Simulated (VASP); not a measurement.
# RuPt7Se16 (P-3m1) in VASP: single point with PBEsol+U

Aim: the single point of RuPt7Se16 with PBEsol+U.

Everything below comes from runs of VASP 6.6.1. Logs are shortened: lines on timing, memory, paths and dates and some standing lists are left out, and cuts for length are marked.

### 1 The cell of the first run

The structure is trigonal, space group P-3m1 (No. 164). Conventional cell: a = 7.448 Å, b = 7.448 Å, c = 10.124 Å, α = 90.00°, β = 90.00°, γ = 120.00°. Ru (site symmetry -3m) has 6 Se at 2.47 Å within 3.3 Å. Pt (site symmetry -3m) has 6 Se at 2.51 Å within 3.3 Å. Pt (site symmetry 2/m) has 6 Se at 2.50 to 2.52 Å within 3.3 Å. Pt (site symmetry 2/m) has 6 Se at 2.51 Å within 3.3 Å. Se (site symmetry m) has 1 Ru at 2.47 Å and 2 Pt at 2.52 Å and 6 Se at 3.27 to 3.36 Å within 3.4 Å. Within 3.4 Å of Se (site symmetry m) lie 3 Pt at 2.51 Å and 6 Se at 3.27 to 3.38 Å. Se (site symmetry 3m) has 3 Pt at 2.50 Å and 6 Se at 3.29 to 3.36 Å within 3.4 Å. Within 3.4 Å of Se (site symmetry 3m) lie 3 Pt at 2.51 Å and 6 Se at 3.30 to 3.38 Å.

### 2 Single point, PBEsol+U, collinear spin, zero start

INCAR reads:

```
SYSTEM = RuPt7Se16
PREC = Accurate ; ENCUT = 520
EDIFF = 1E-6 ; ISMEAR = 0
SIGMA = 0.05 ; LREAL = Auto
LASPH = .TRUE. ; NELM = 150
ALGO = Normal ; ISIF = 2
LWAVE = .FALSE. ; LCHARG = .FALSE.
ISPIN = 2 ; MAGMOM = 0 0 0 0 0 0 0 0 0 0 0 0 0 0 0 0 0 0 0 0 0 0 0 0
LORBIT = 11 ; NUPDOWN = 0.0
LMAXMIX = 4 ; LDAU = .TRUE.
LDAUTYPE = 2 ; LDAUL = 2 -1 -1
LDAUU = 2 0 0 ; LDAUJ = 0 0 0
LDAUPRINT = 1 ; GGA = PS
NBANDS = 112 ; LUSENCCL = .FALSE.
```

KPOINTS reads:

```
regular mesh
0
G
  3 3 2
  0 0 0
```

POSCAR reads:

```
RuPt7Se16
1.0
    7.4480000000      0.0000000000      0.0000000000
   -3.7240000000      6.4501572000      0.0000000000
    0.0000000000      0.0000000000     10.1240000000
Ru Pt Se
1 7 16
Direct
    0.0000000000      1.0000000000      0.0000000000
    0.0000000000      1.0000000000      0.5000000000
    0.0000000000      0.5000000000      0.0000000000
    0.0000000000      0.5000000000      0.5000000000
    0.5000000000      1.0000000000      0.0000000000
    0.5000000000      1.0000000000      0.5000000000
    0.5000000000      0.5000000000      0.0000000000
    0.5000000000      0.5000000000      0.5000000000
    0.1637911302      0.3275822605      0.1272082310
    0.1665432398      0.3330864797      0.6284345512
    0.1637911302      0.8362088698      0.1272082310
    0.1665432398      0.8334567602      0.6284345512
    0.6666666667      0.3333333333      0.1250914881
    0.6666666667      0.3333333333      0.6286561825
    0.6724177395      0.8362088698      0.1272082310
    0.6669135203      0.8334567602      0.6284345512
    0.3330864797      0.1665432398      0.3715654488
    0.3275822605      0.1637911302      0.8727917690
    0.3333333333      0.6666666667      0.3713438175
    0.3333333333      0.6666666667      0.8749085119
    0.8334567602      0.1665432398      0.3715654488
    0.8362088698      0.1637911302      0.8727917690
    0.8334567602      0.6669135203      0.3715654488
    0.8362088698      0.6724177395      0.8727917690
```

Potentials or basis: VASP PAW PBE potentials, release 64 (Ru_pv, Pt, Se).

Started as:

```
> cat potpaw_PBE.64/Ru_pv/POTCAR potpaw_PBE.64/Pt/POTCAR potpaw_PBE.64/Se/POTCAR > POTCAR
> mpirun -np 1 vasp_std > vasp.out
```

OUTCAR:

```text
SYSTEM = RuPt7Se16
   PREC = Accurate
   ENCUT = 520
   EDIFF = 1E-6
   ISMEAR = 0
   LREAL = Auto
   LASPH = .TRUE.
   NELM = 150
   ISIF = 2
   ISPIN = 2
   LORBIT = 11
   NUPDOWN = 0.0
   GGA = PS

 ion  position               nearest neighbor table
   1  0.000  0.000  0.000-   9 2.47  24 2.47  22 2.47  11 2.47  15 2.47  18 2.47
   2  0.000  0.000  0.500-  10 2.51  23 2.51  21 2.51  12 2.51  16 2.51  17 2.51
   3  0.000  0.500  0.000-  13 2.50  20 2.50  11 2.52  22 2.52   9 2.52  24 2.52
   4  0.000  0.500  0.500-  12 2.51  21 2.51  10 2.51  23 2.51  14 2.51  19 2.51
   5  0.500  0.000  0.000-  13 2.50  20 2.50  18 2.52  15 2.52  11 2.52  22 2.52
   6  0.500  0.000  0.500-  16 2.51  17 2.51  12 2.51  21 2.51  19 2.51  14 2.51
   7  0.500  0.500  0.000-  13 2.50  20 2.50  18 2.52  15 2.52   9 2.52  24 2.52
   8  0.500  0.500  0.500-  16 2.51  17 2.51  10 2.51  23 2.51  19 2.51  14 2.51
   9  0.164  0.328  0.127-   1 2.47   3 2.52   7 2.52
  10  0.167  0.333  0.628-   2 2.51   4 2.51   8 2.51
  11  0.164  0.836  0.127-   1 2.47   3 2.52   5 2.52
  12  0.167  0.833  0.628-   2 2.51   4 2.51   6 2.51
  13  0.667  0.333  0.125-   5 2.50   3 2.50   7 2.50
  14  0.667  0.333  0.629-   6 2.51   4 2.51   8 2.51
[... 8 lines left out ...]
  23  0.833  0.667  0.372-   2 2.51   4 2.51   8 2.51
  24  0.836  0.672  0.873-   1 2.47   3 2.52   7 2.52

  LATTYP: Found a hexagonal cell.
 ALAT       =     7.4480000000
 C/A-ratio  =     1.3592910849

  Lattice vectors:

 A1 = (   7.4480000000,   0.0000000000,   0.0000000000)
 A2 = (  -3.7240000000,   6.4501572000,   0.0000000000)
 A3 = (   0.0000000000,   0.0000000000,  10.1240000000)

Analysis of symmetry for initial positions (statically):
=====================================================================
 Subroutine PRICEL returns:
 Original cell was already a primitive cell.

 Routine SETGRP: Setting up the symmetry group for a
 hexagonal supercell.

 Subroutine GETGRP returns: Found 12 space group operations
 (whereof 12 operations were pure point group operations)
 out of a pool of 24 trial point group operations.

The static configuration has the point symmetry D_3d.

Analysis of symmetry for dynamics (positions and initial velocities):
=====================================================================
 Subroutine PRICEL returns:
 Original cell was already a primitive cell.

 Routine SETGRP: Setting up the symmetry group for a
 hexagonal supercell.

 Subroutine GETGRP returns: Found 12 space group operations
 (whereof 12 operations were pure point group operations)
 out of a pool of 24 trial point group operations.

The dynamic configuration has the point symmetry D_3d.

[... 221 lines left out ...]
  free energy    TOTEN  =      -127.69770445 eV

  energy without entropy =     -127.69456662  energy(sigma->0) =     -127.69613554

 E-fermi :   5.9590     XC(G=0): -10.8282

 val. band max:        5.9590015691   @ k =   0.3333   0.3333   0.0000
 cond. band min:       6.1030756324   @ k =   0.3333   0.3333   0.0000
 fundamental gap:      0.1440740633
 Fermi energy:         5.9590020699

 spin component 1

 k-point     1 :       0.0000    0.0000    0.0000
  band No.  band energies     occupation
      1     -35.8328      1.00000
      2     -35.8160      1.00000
      3     -35.8160      1.00000
      4      -9.3020      1.00000
      5      -8.5963      1.00000
      6      -7.7579      1.00000
[... 619 lines left out ...]
    101       7.5963      0.00000
    102       7.9199      0.00000
 Fermi energy:         5.9590020513

 spin component 2

 k-point     1 :       0.0000    0.0000    0.0000
  band No.  band energies     occupation
      1     -35.8328      1.00000
      2     -35.8160      1.00000
      3     -35.8160      1.00000
      4      -9.3020      1.00000
      5      -8.5963      1.00000
      6      -7.7579      1.00000
[... 619 lines left out ...]
    101       7.5963      0.00000
    102       7.9199      0.00000
 [bands above 102 left out]

------------------------ aborting loop because EDIFF is reached ----------------------------------------

  FORCE on cell =-STRESS in cart. coord.  units (eV):
  Direction    XX          YY          ZZ          XY          YZ          ZX
  --------------------------------------------------------------------------------------
  -------------------------------------------------------------------------------------
  Total       -1.0540945     -1.0540945     -5.5028981      0.0000000      0.0000000      0.0000000
  in kB       -3.4723861     -3.4723861    -18.1275849      0.0000000      0.0000000      0.0000000
  external PRESSURE =      -8.3574524 kB  Pullay stress =       0.0000000 kB

 VOLUME and BASIS-vectors are now :
 -----------------------------------------------------------------------------
  energy-cutoff  :      520.00
  volume of cell :      486.36
      direct lattice vectors                 reciprocal lattice vectors
     7.448000000  0.000000000  0.000000000     0.134264232  0.077517491 -0.000000000
    -3.724000000  6.450157200  0.000000000     0.000000000  0.155034981  0.000000000
     0.000000000  0.000000000 10.124000000     0.000000000 -0.000000000  0.098775188

 POSITION                                       TOTAL-FORCE (eV/Angst)
 -----------------------------------------------------------------------------------
      0.00000      0.00000      0.00000        -0.000000      0.000000      0.000000
      0.00000      0.00000      5.06200        -0.000000      0.000000      0.000000
     -1.86200      3.22508      0.00000        -0.000000      0.000000      0.000000
     -1.86200      3.22508      5.06200        -0.000000      0.000000      0.000000
      3.72400      0.00000      0.00000        -0.000000      0.000000      0.000000
      3.72400      0.00000      5.06200        -0.000000      0.000000      0.000000
[... 16 lines left out ...]
      3.72400      4.30170      3.76173        -0.000000     -0.001513     -0.003468
      3.72400      4.33720      8.83614        -0.000000      0.013719     -0.022969
 -----------------------------------------------------------------------------------
    total drift:                               -0.000000     -0.000000      0.000000

  FREE ENERGIE OF THE ION-ELECTRON SYSTEM (eV)
  ---------------------------------------------------
  free  energy   TOTEN  =      -127.6977044500 eV

  energy  without entropy=     -127.6945666243  energy(sigma->0) =     -127.69613554

 total charge

# of ion       s       p       d       tot
------------------------------------------
    1        0.325   6.266   6.132  12.723
    2        0.678   0.694   8.024   9.396
    3        0.682   0.674   8.030   9.387
    4        0.677   0.691   8.029   9.397
    5        0.682   0.674   8.030   9.387
    6        0.677   0.691   8.029   9.397
[... 16 lines left out ...]
   23        1.487   2.205   0.069   3.761
   24        1.481   2.229   0.067   3.776
--------------------------------------------------
tot         28.837  46.497  63.428 138.762

 magnetization (x)

# of ion       s       p       d       tot
------------------------------------------
    1        0.000  -0.000   0.000   0.000
    2       -0.000  -0.000  -0.000  -0.000
    3       -0.000   0.000   0.000   0.000
    4       -0.000  -0.000  -0.000  -0.000
    5       -0.000   0.000   0.000   0.000
    6       -0.000  -0.000  -0.000  -0.000
[... 16 lines left out ...]
   23       -0.000  -0.000  -0.000  -0.000
   24       -0.000  -0.000  -0.000  -0.000
--------------------------------------------------
tot         -0.000  -0.000   0.000  -0.000
```

stdout:

```text
Offloading initialized ...    1 GPUs detected
 POSCAR found type information on POSCAR RuPtSe
 POSCAR found :  3 types and      24 ions
 scaLAPACK will be used selectively (only on CPU)
 -----------------------------------------------------------------------------
|                                                                             |
|                                                                             |
|     You enforced a specific xc type in the INCAR file but a different       |
|     I HOPE YOU KNOW WHAT YOU ARE DOING!                                     |
|                                                                             |
 -----------------------------------------------------------------------------

 LDA part: xc-table for (Slater+PW92), standard interpolation
 POSCAR, INCAR and KPOINTS ok, starting setup
 FFT: planning ... GRIDC
 FFT: planning ... GRID_SOFT
 FFT: planning ... GRID
 WAVECAR not read
 entering main loop
```

Run time: 2.8 min. Hardware: 1 × NVIDIA H100 80GB with 1 thread of AMD EPYC 7R13 (Zen 3), shared host; peak memory 1.8 GiB.

What came out:

```yaml
Free_energy: -127.6977 eV
Pressure: -0.8 GPa
Largest_force: 0.032 eV/Å
Net_moment: 0.00 μB per cell
Valence_electrons_inside_the_program's_atomic_spheres: Ru 12.72; Pt 9.40, 9.39 (each value once); Se 3.78, 3.76, 3.77 (each value once)
```

Forces on the atoms (eV/Å):
```
Ru   0.000  0.000  0.000
Pt   0.000  0.000  0.000
Pt   0.000  0.000  0.000
Pt   0.000  0.000  0.000
Pt   0.000  0.000  0.000
Pt   0.000  0.000  0.000
Pt   0.000  0.000  0.000
Pt   0.000  0.000  0.000
Se   0.000 -0.014  0.023
Se   0.000  0.002  0.003
Se  -0.012  0.007  0.023
Se   0.001 -0.001  0.003
Se   0.000  0.000  0.032
Se   0.000  0.000 -0.002
Se   0.012  0.007  0.023
Se  -0.001 -0.001  0.003
Se   0.001  0.001 -0.003
Se  -0.012 -0.007 -0.023
Se   0.000  0.000  0.002
Se   0.000  0.000 -0.032
Se  -0.001  0.001 -0.003
Se   0.012 -0.007 -0.023
Se   0.000 -0.002 -0.003
Se   0.000  0.014 -0.023
```

Stress tensor (GPa, compression positive):
```
-0.35  0.00  0.00
 0.00 -0.35  0.00
 0.00  0.00 -1.81
```

Eigenvalues of the final occupation matrices:
```csv
site,spin,trace,eigenvalues
site 1 d,1,3.09,0.44 0.44 0.70 0.75 0.75
site 1 d,2,3.09,0.44 0.44 0.70 0.75 0.75
```

Caveat: the PAW data sets were made with another functional, which shifts forces and pressure a little; spin-orbit coupling is left out, which moves the levels of the heavy elements; the total moment is fixed, so each spin has its own Fermi level.
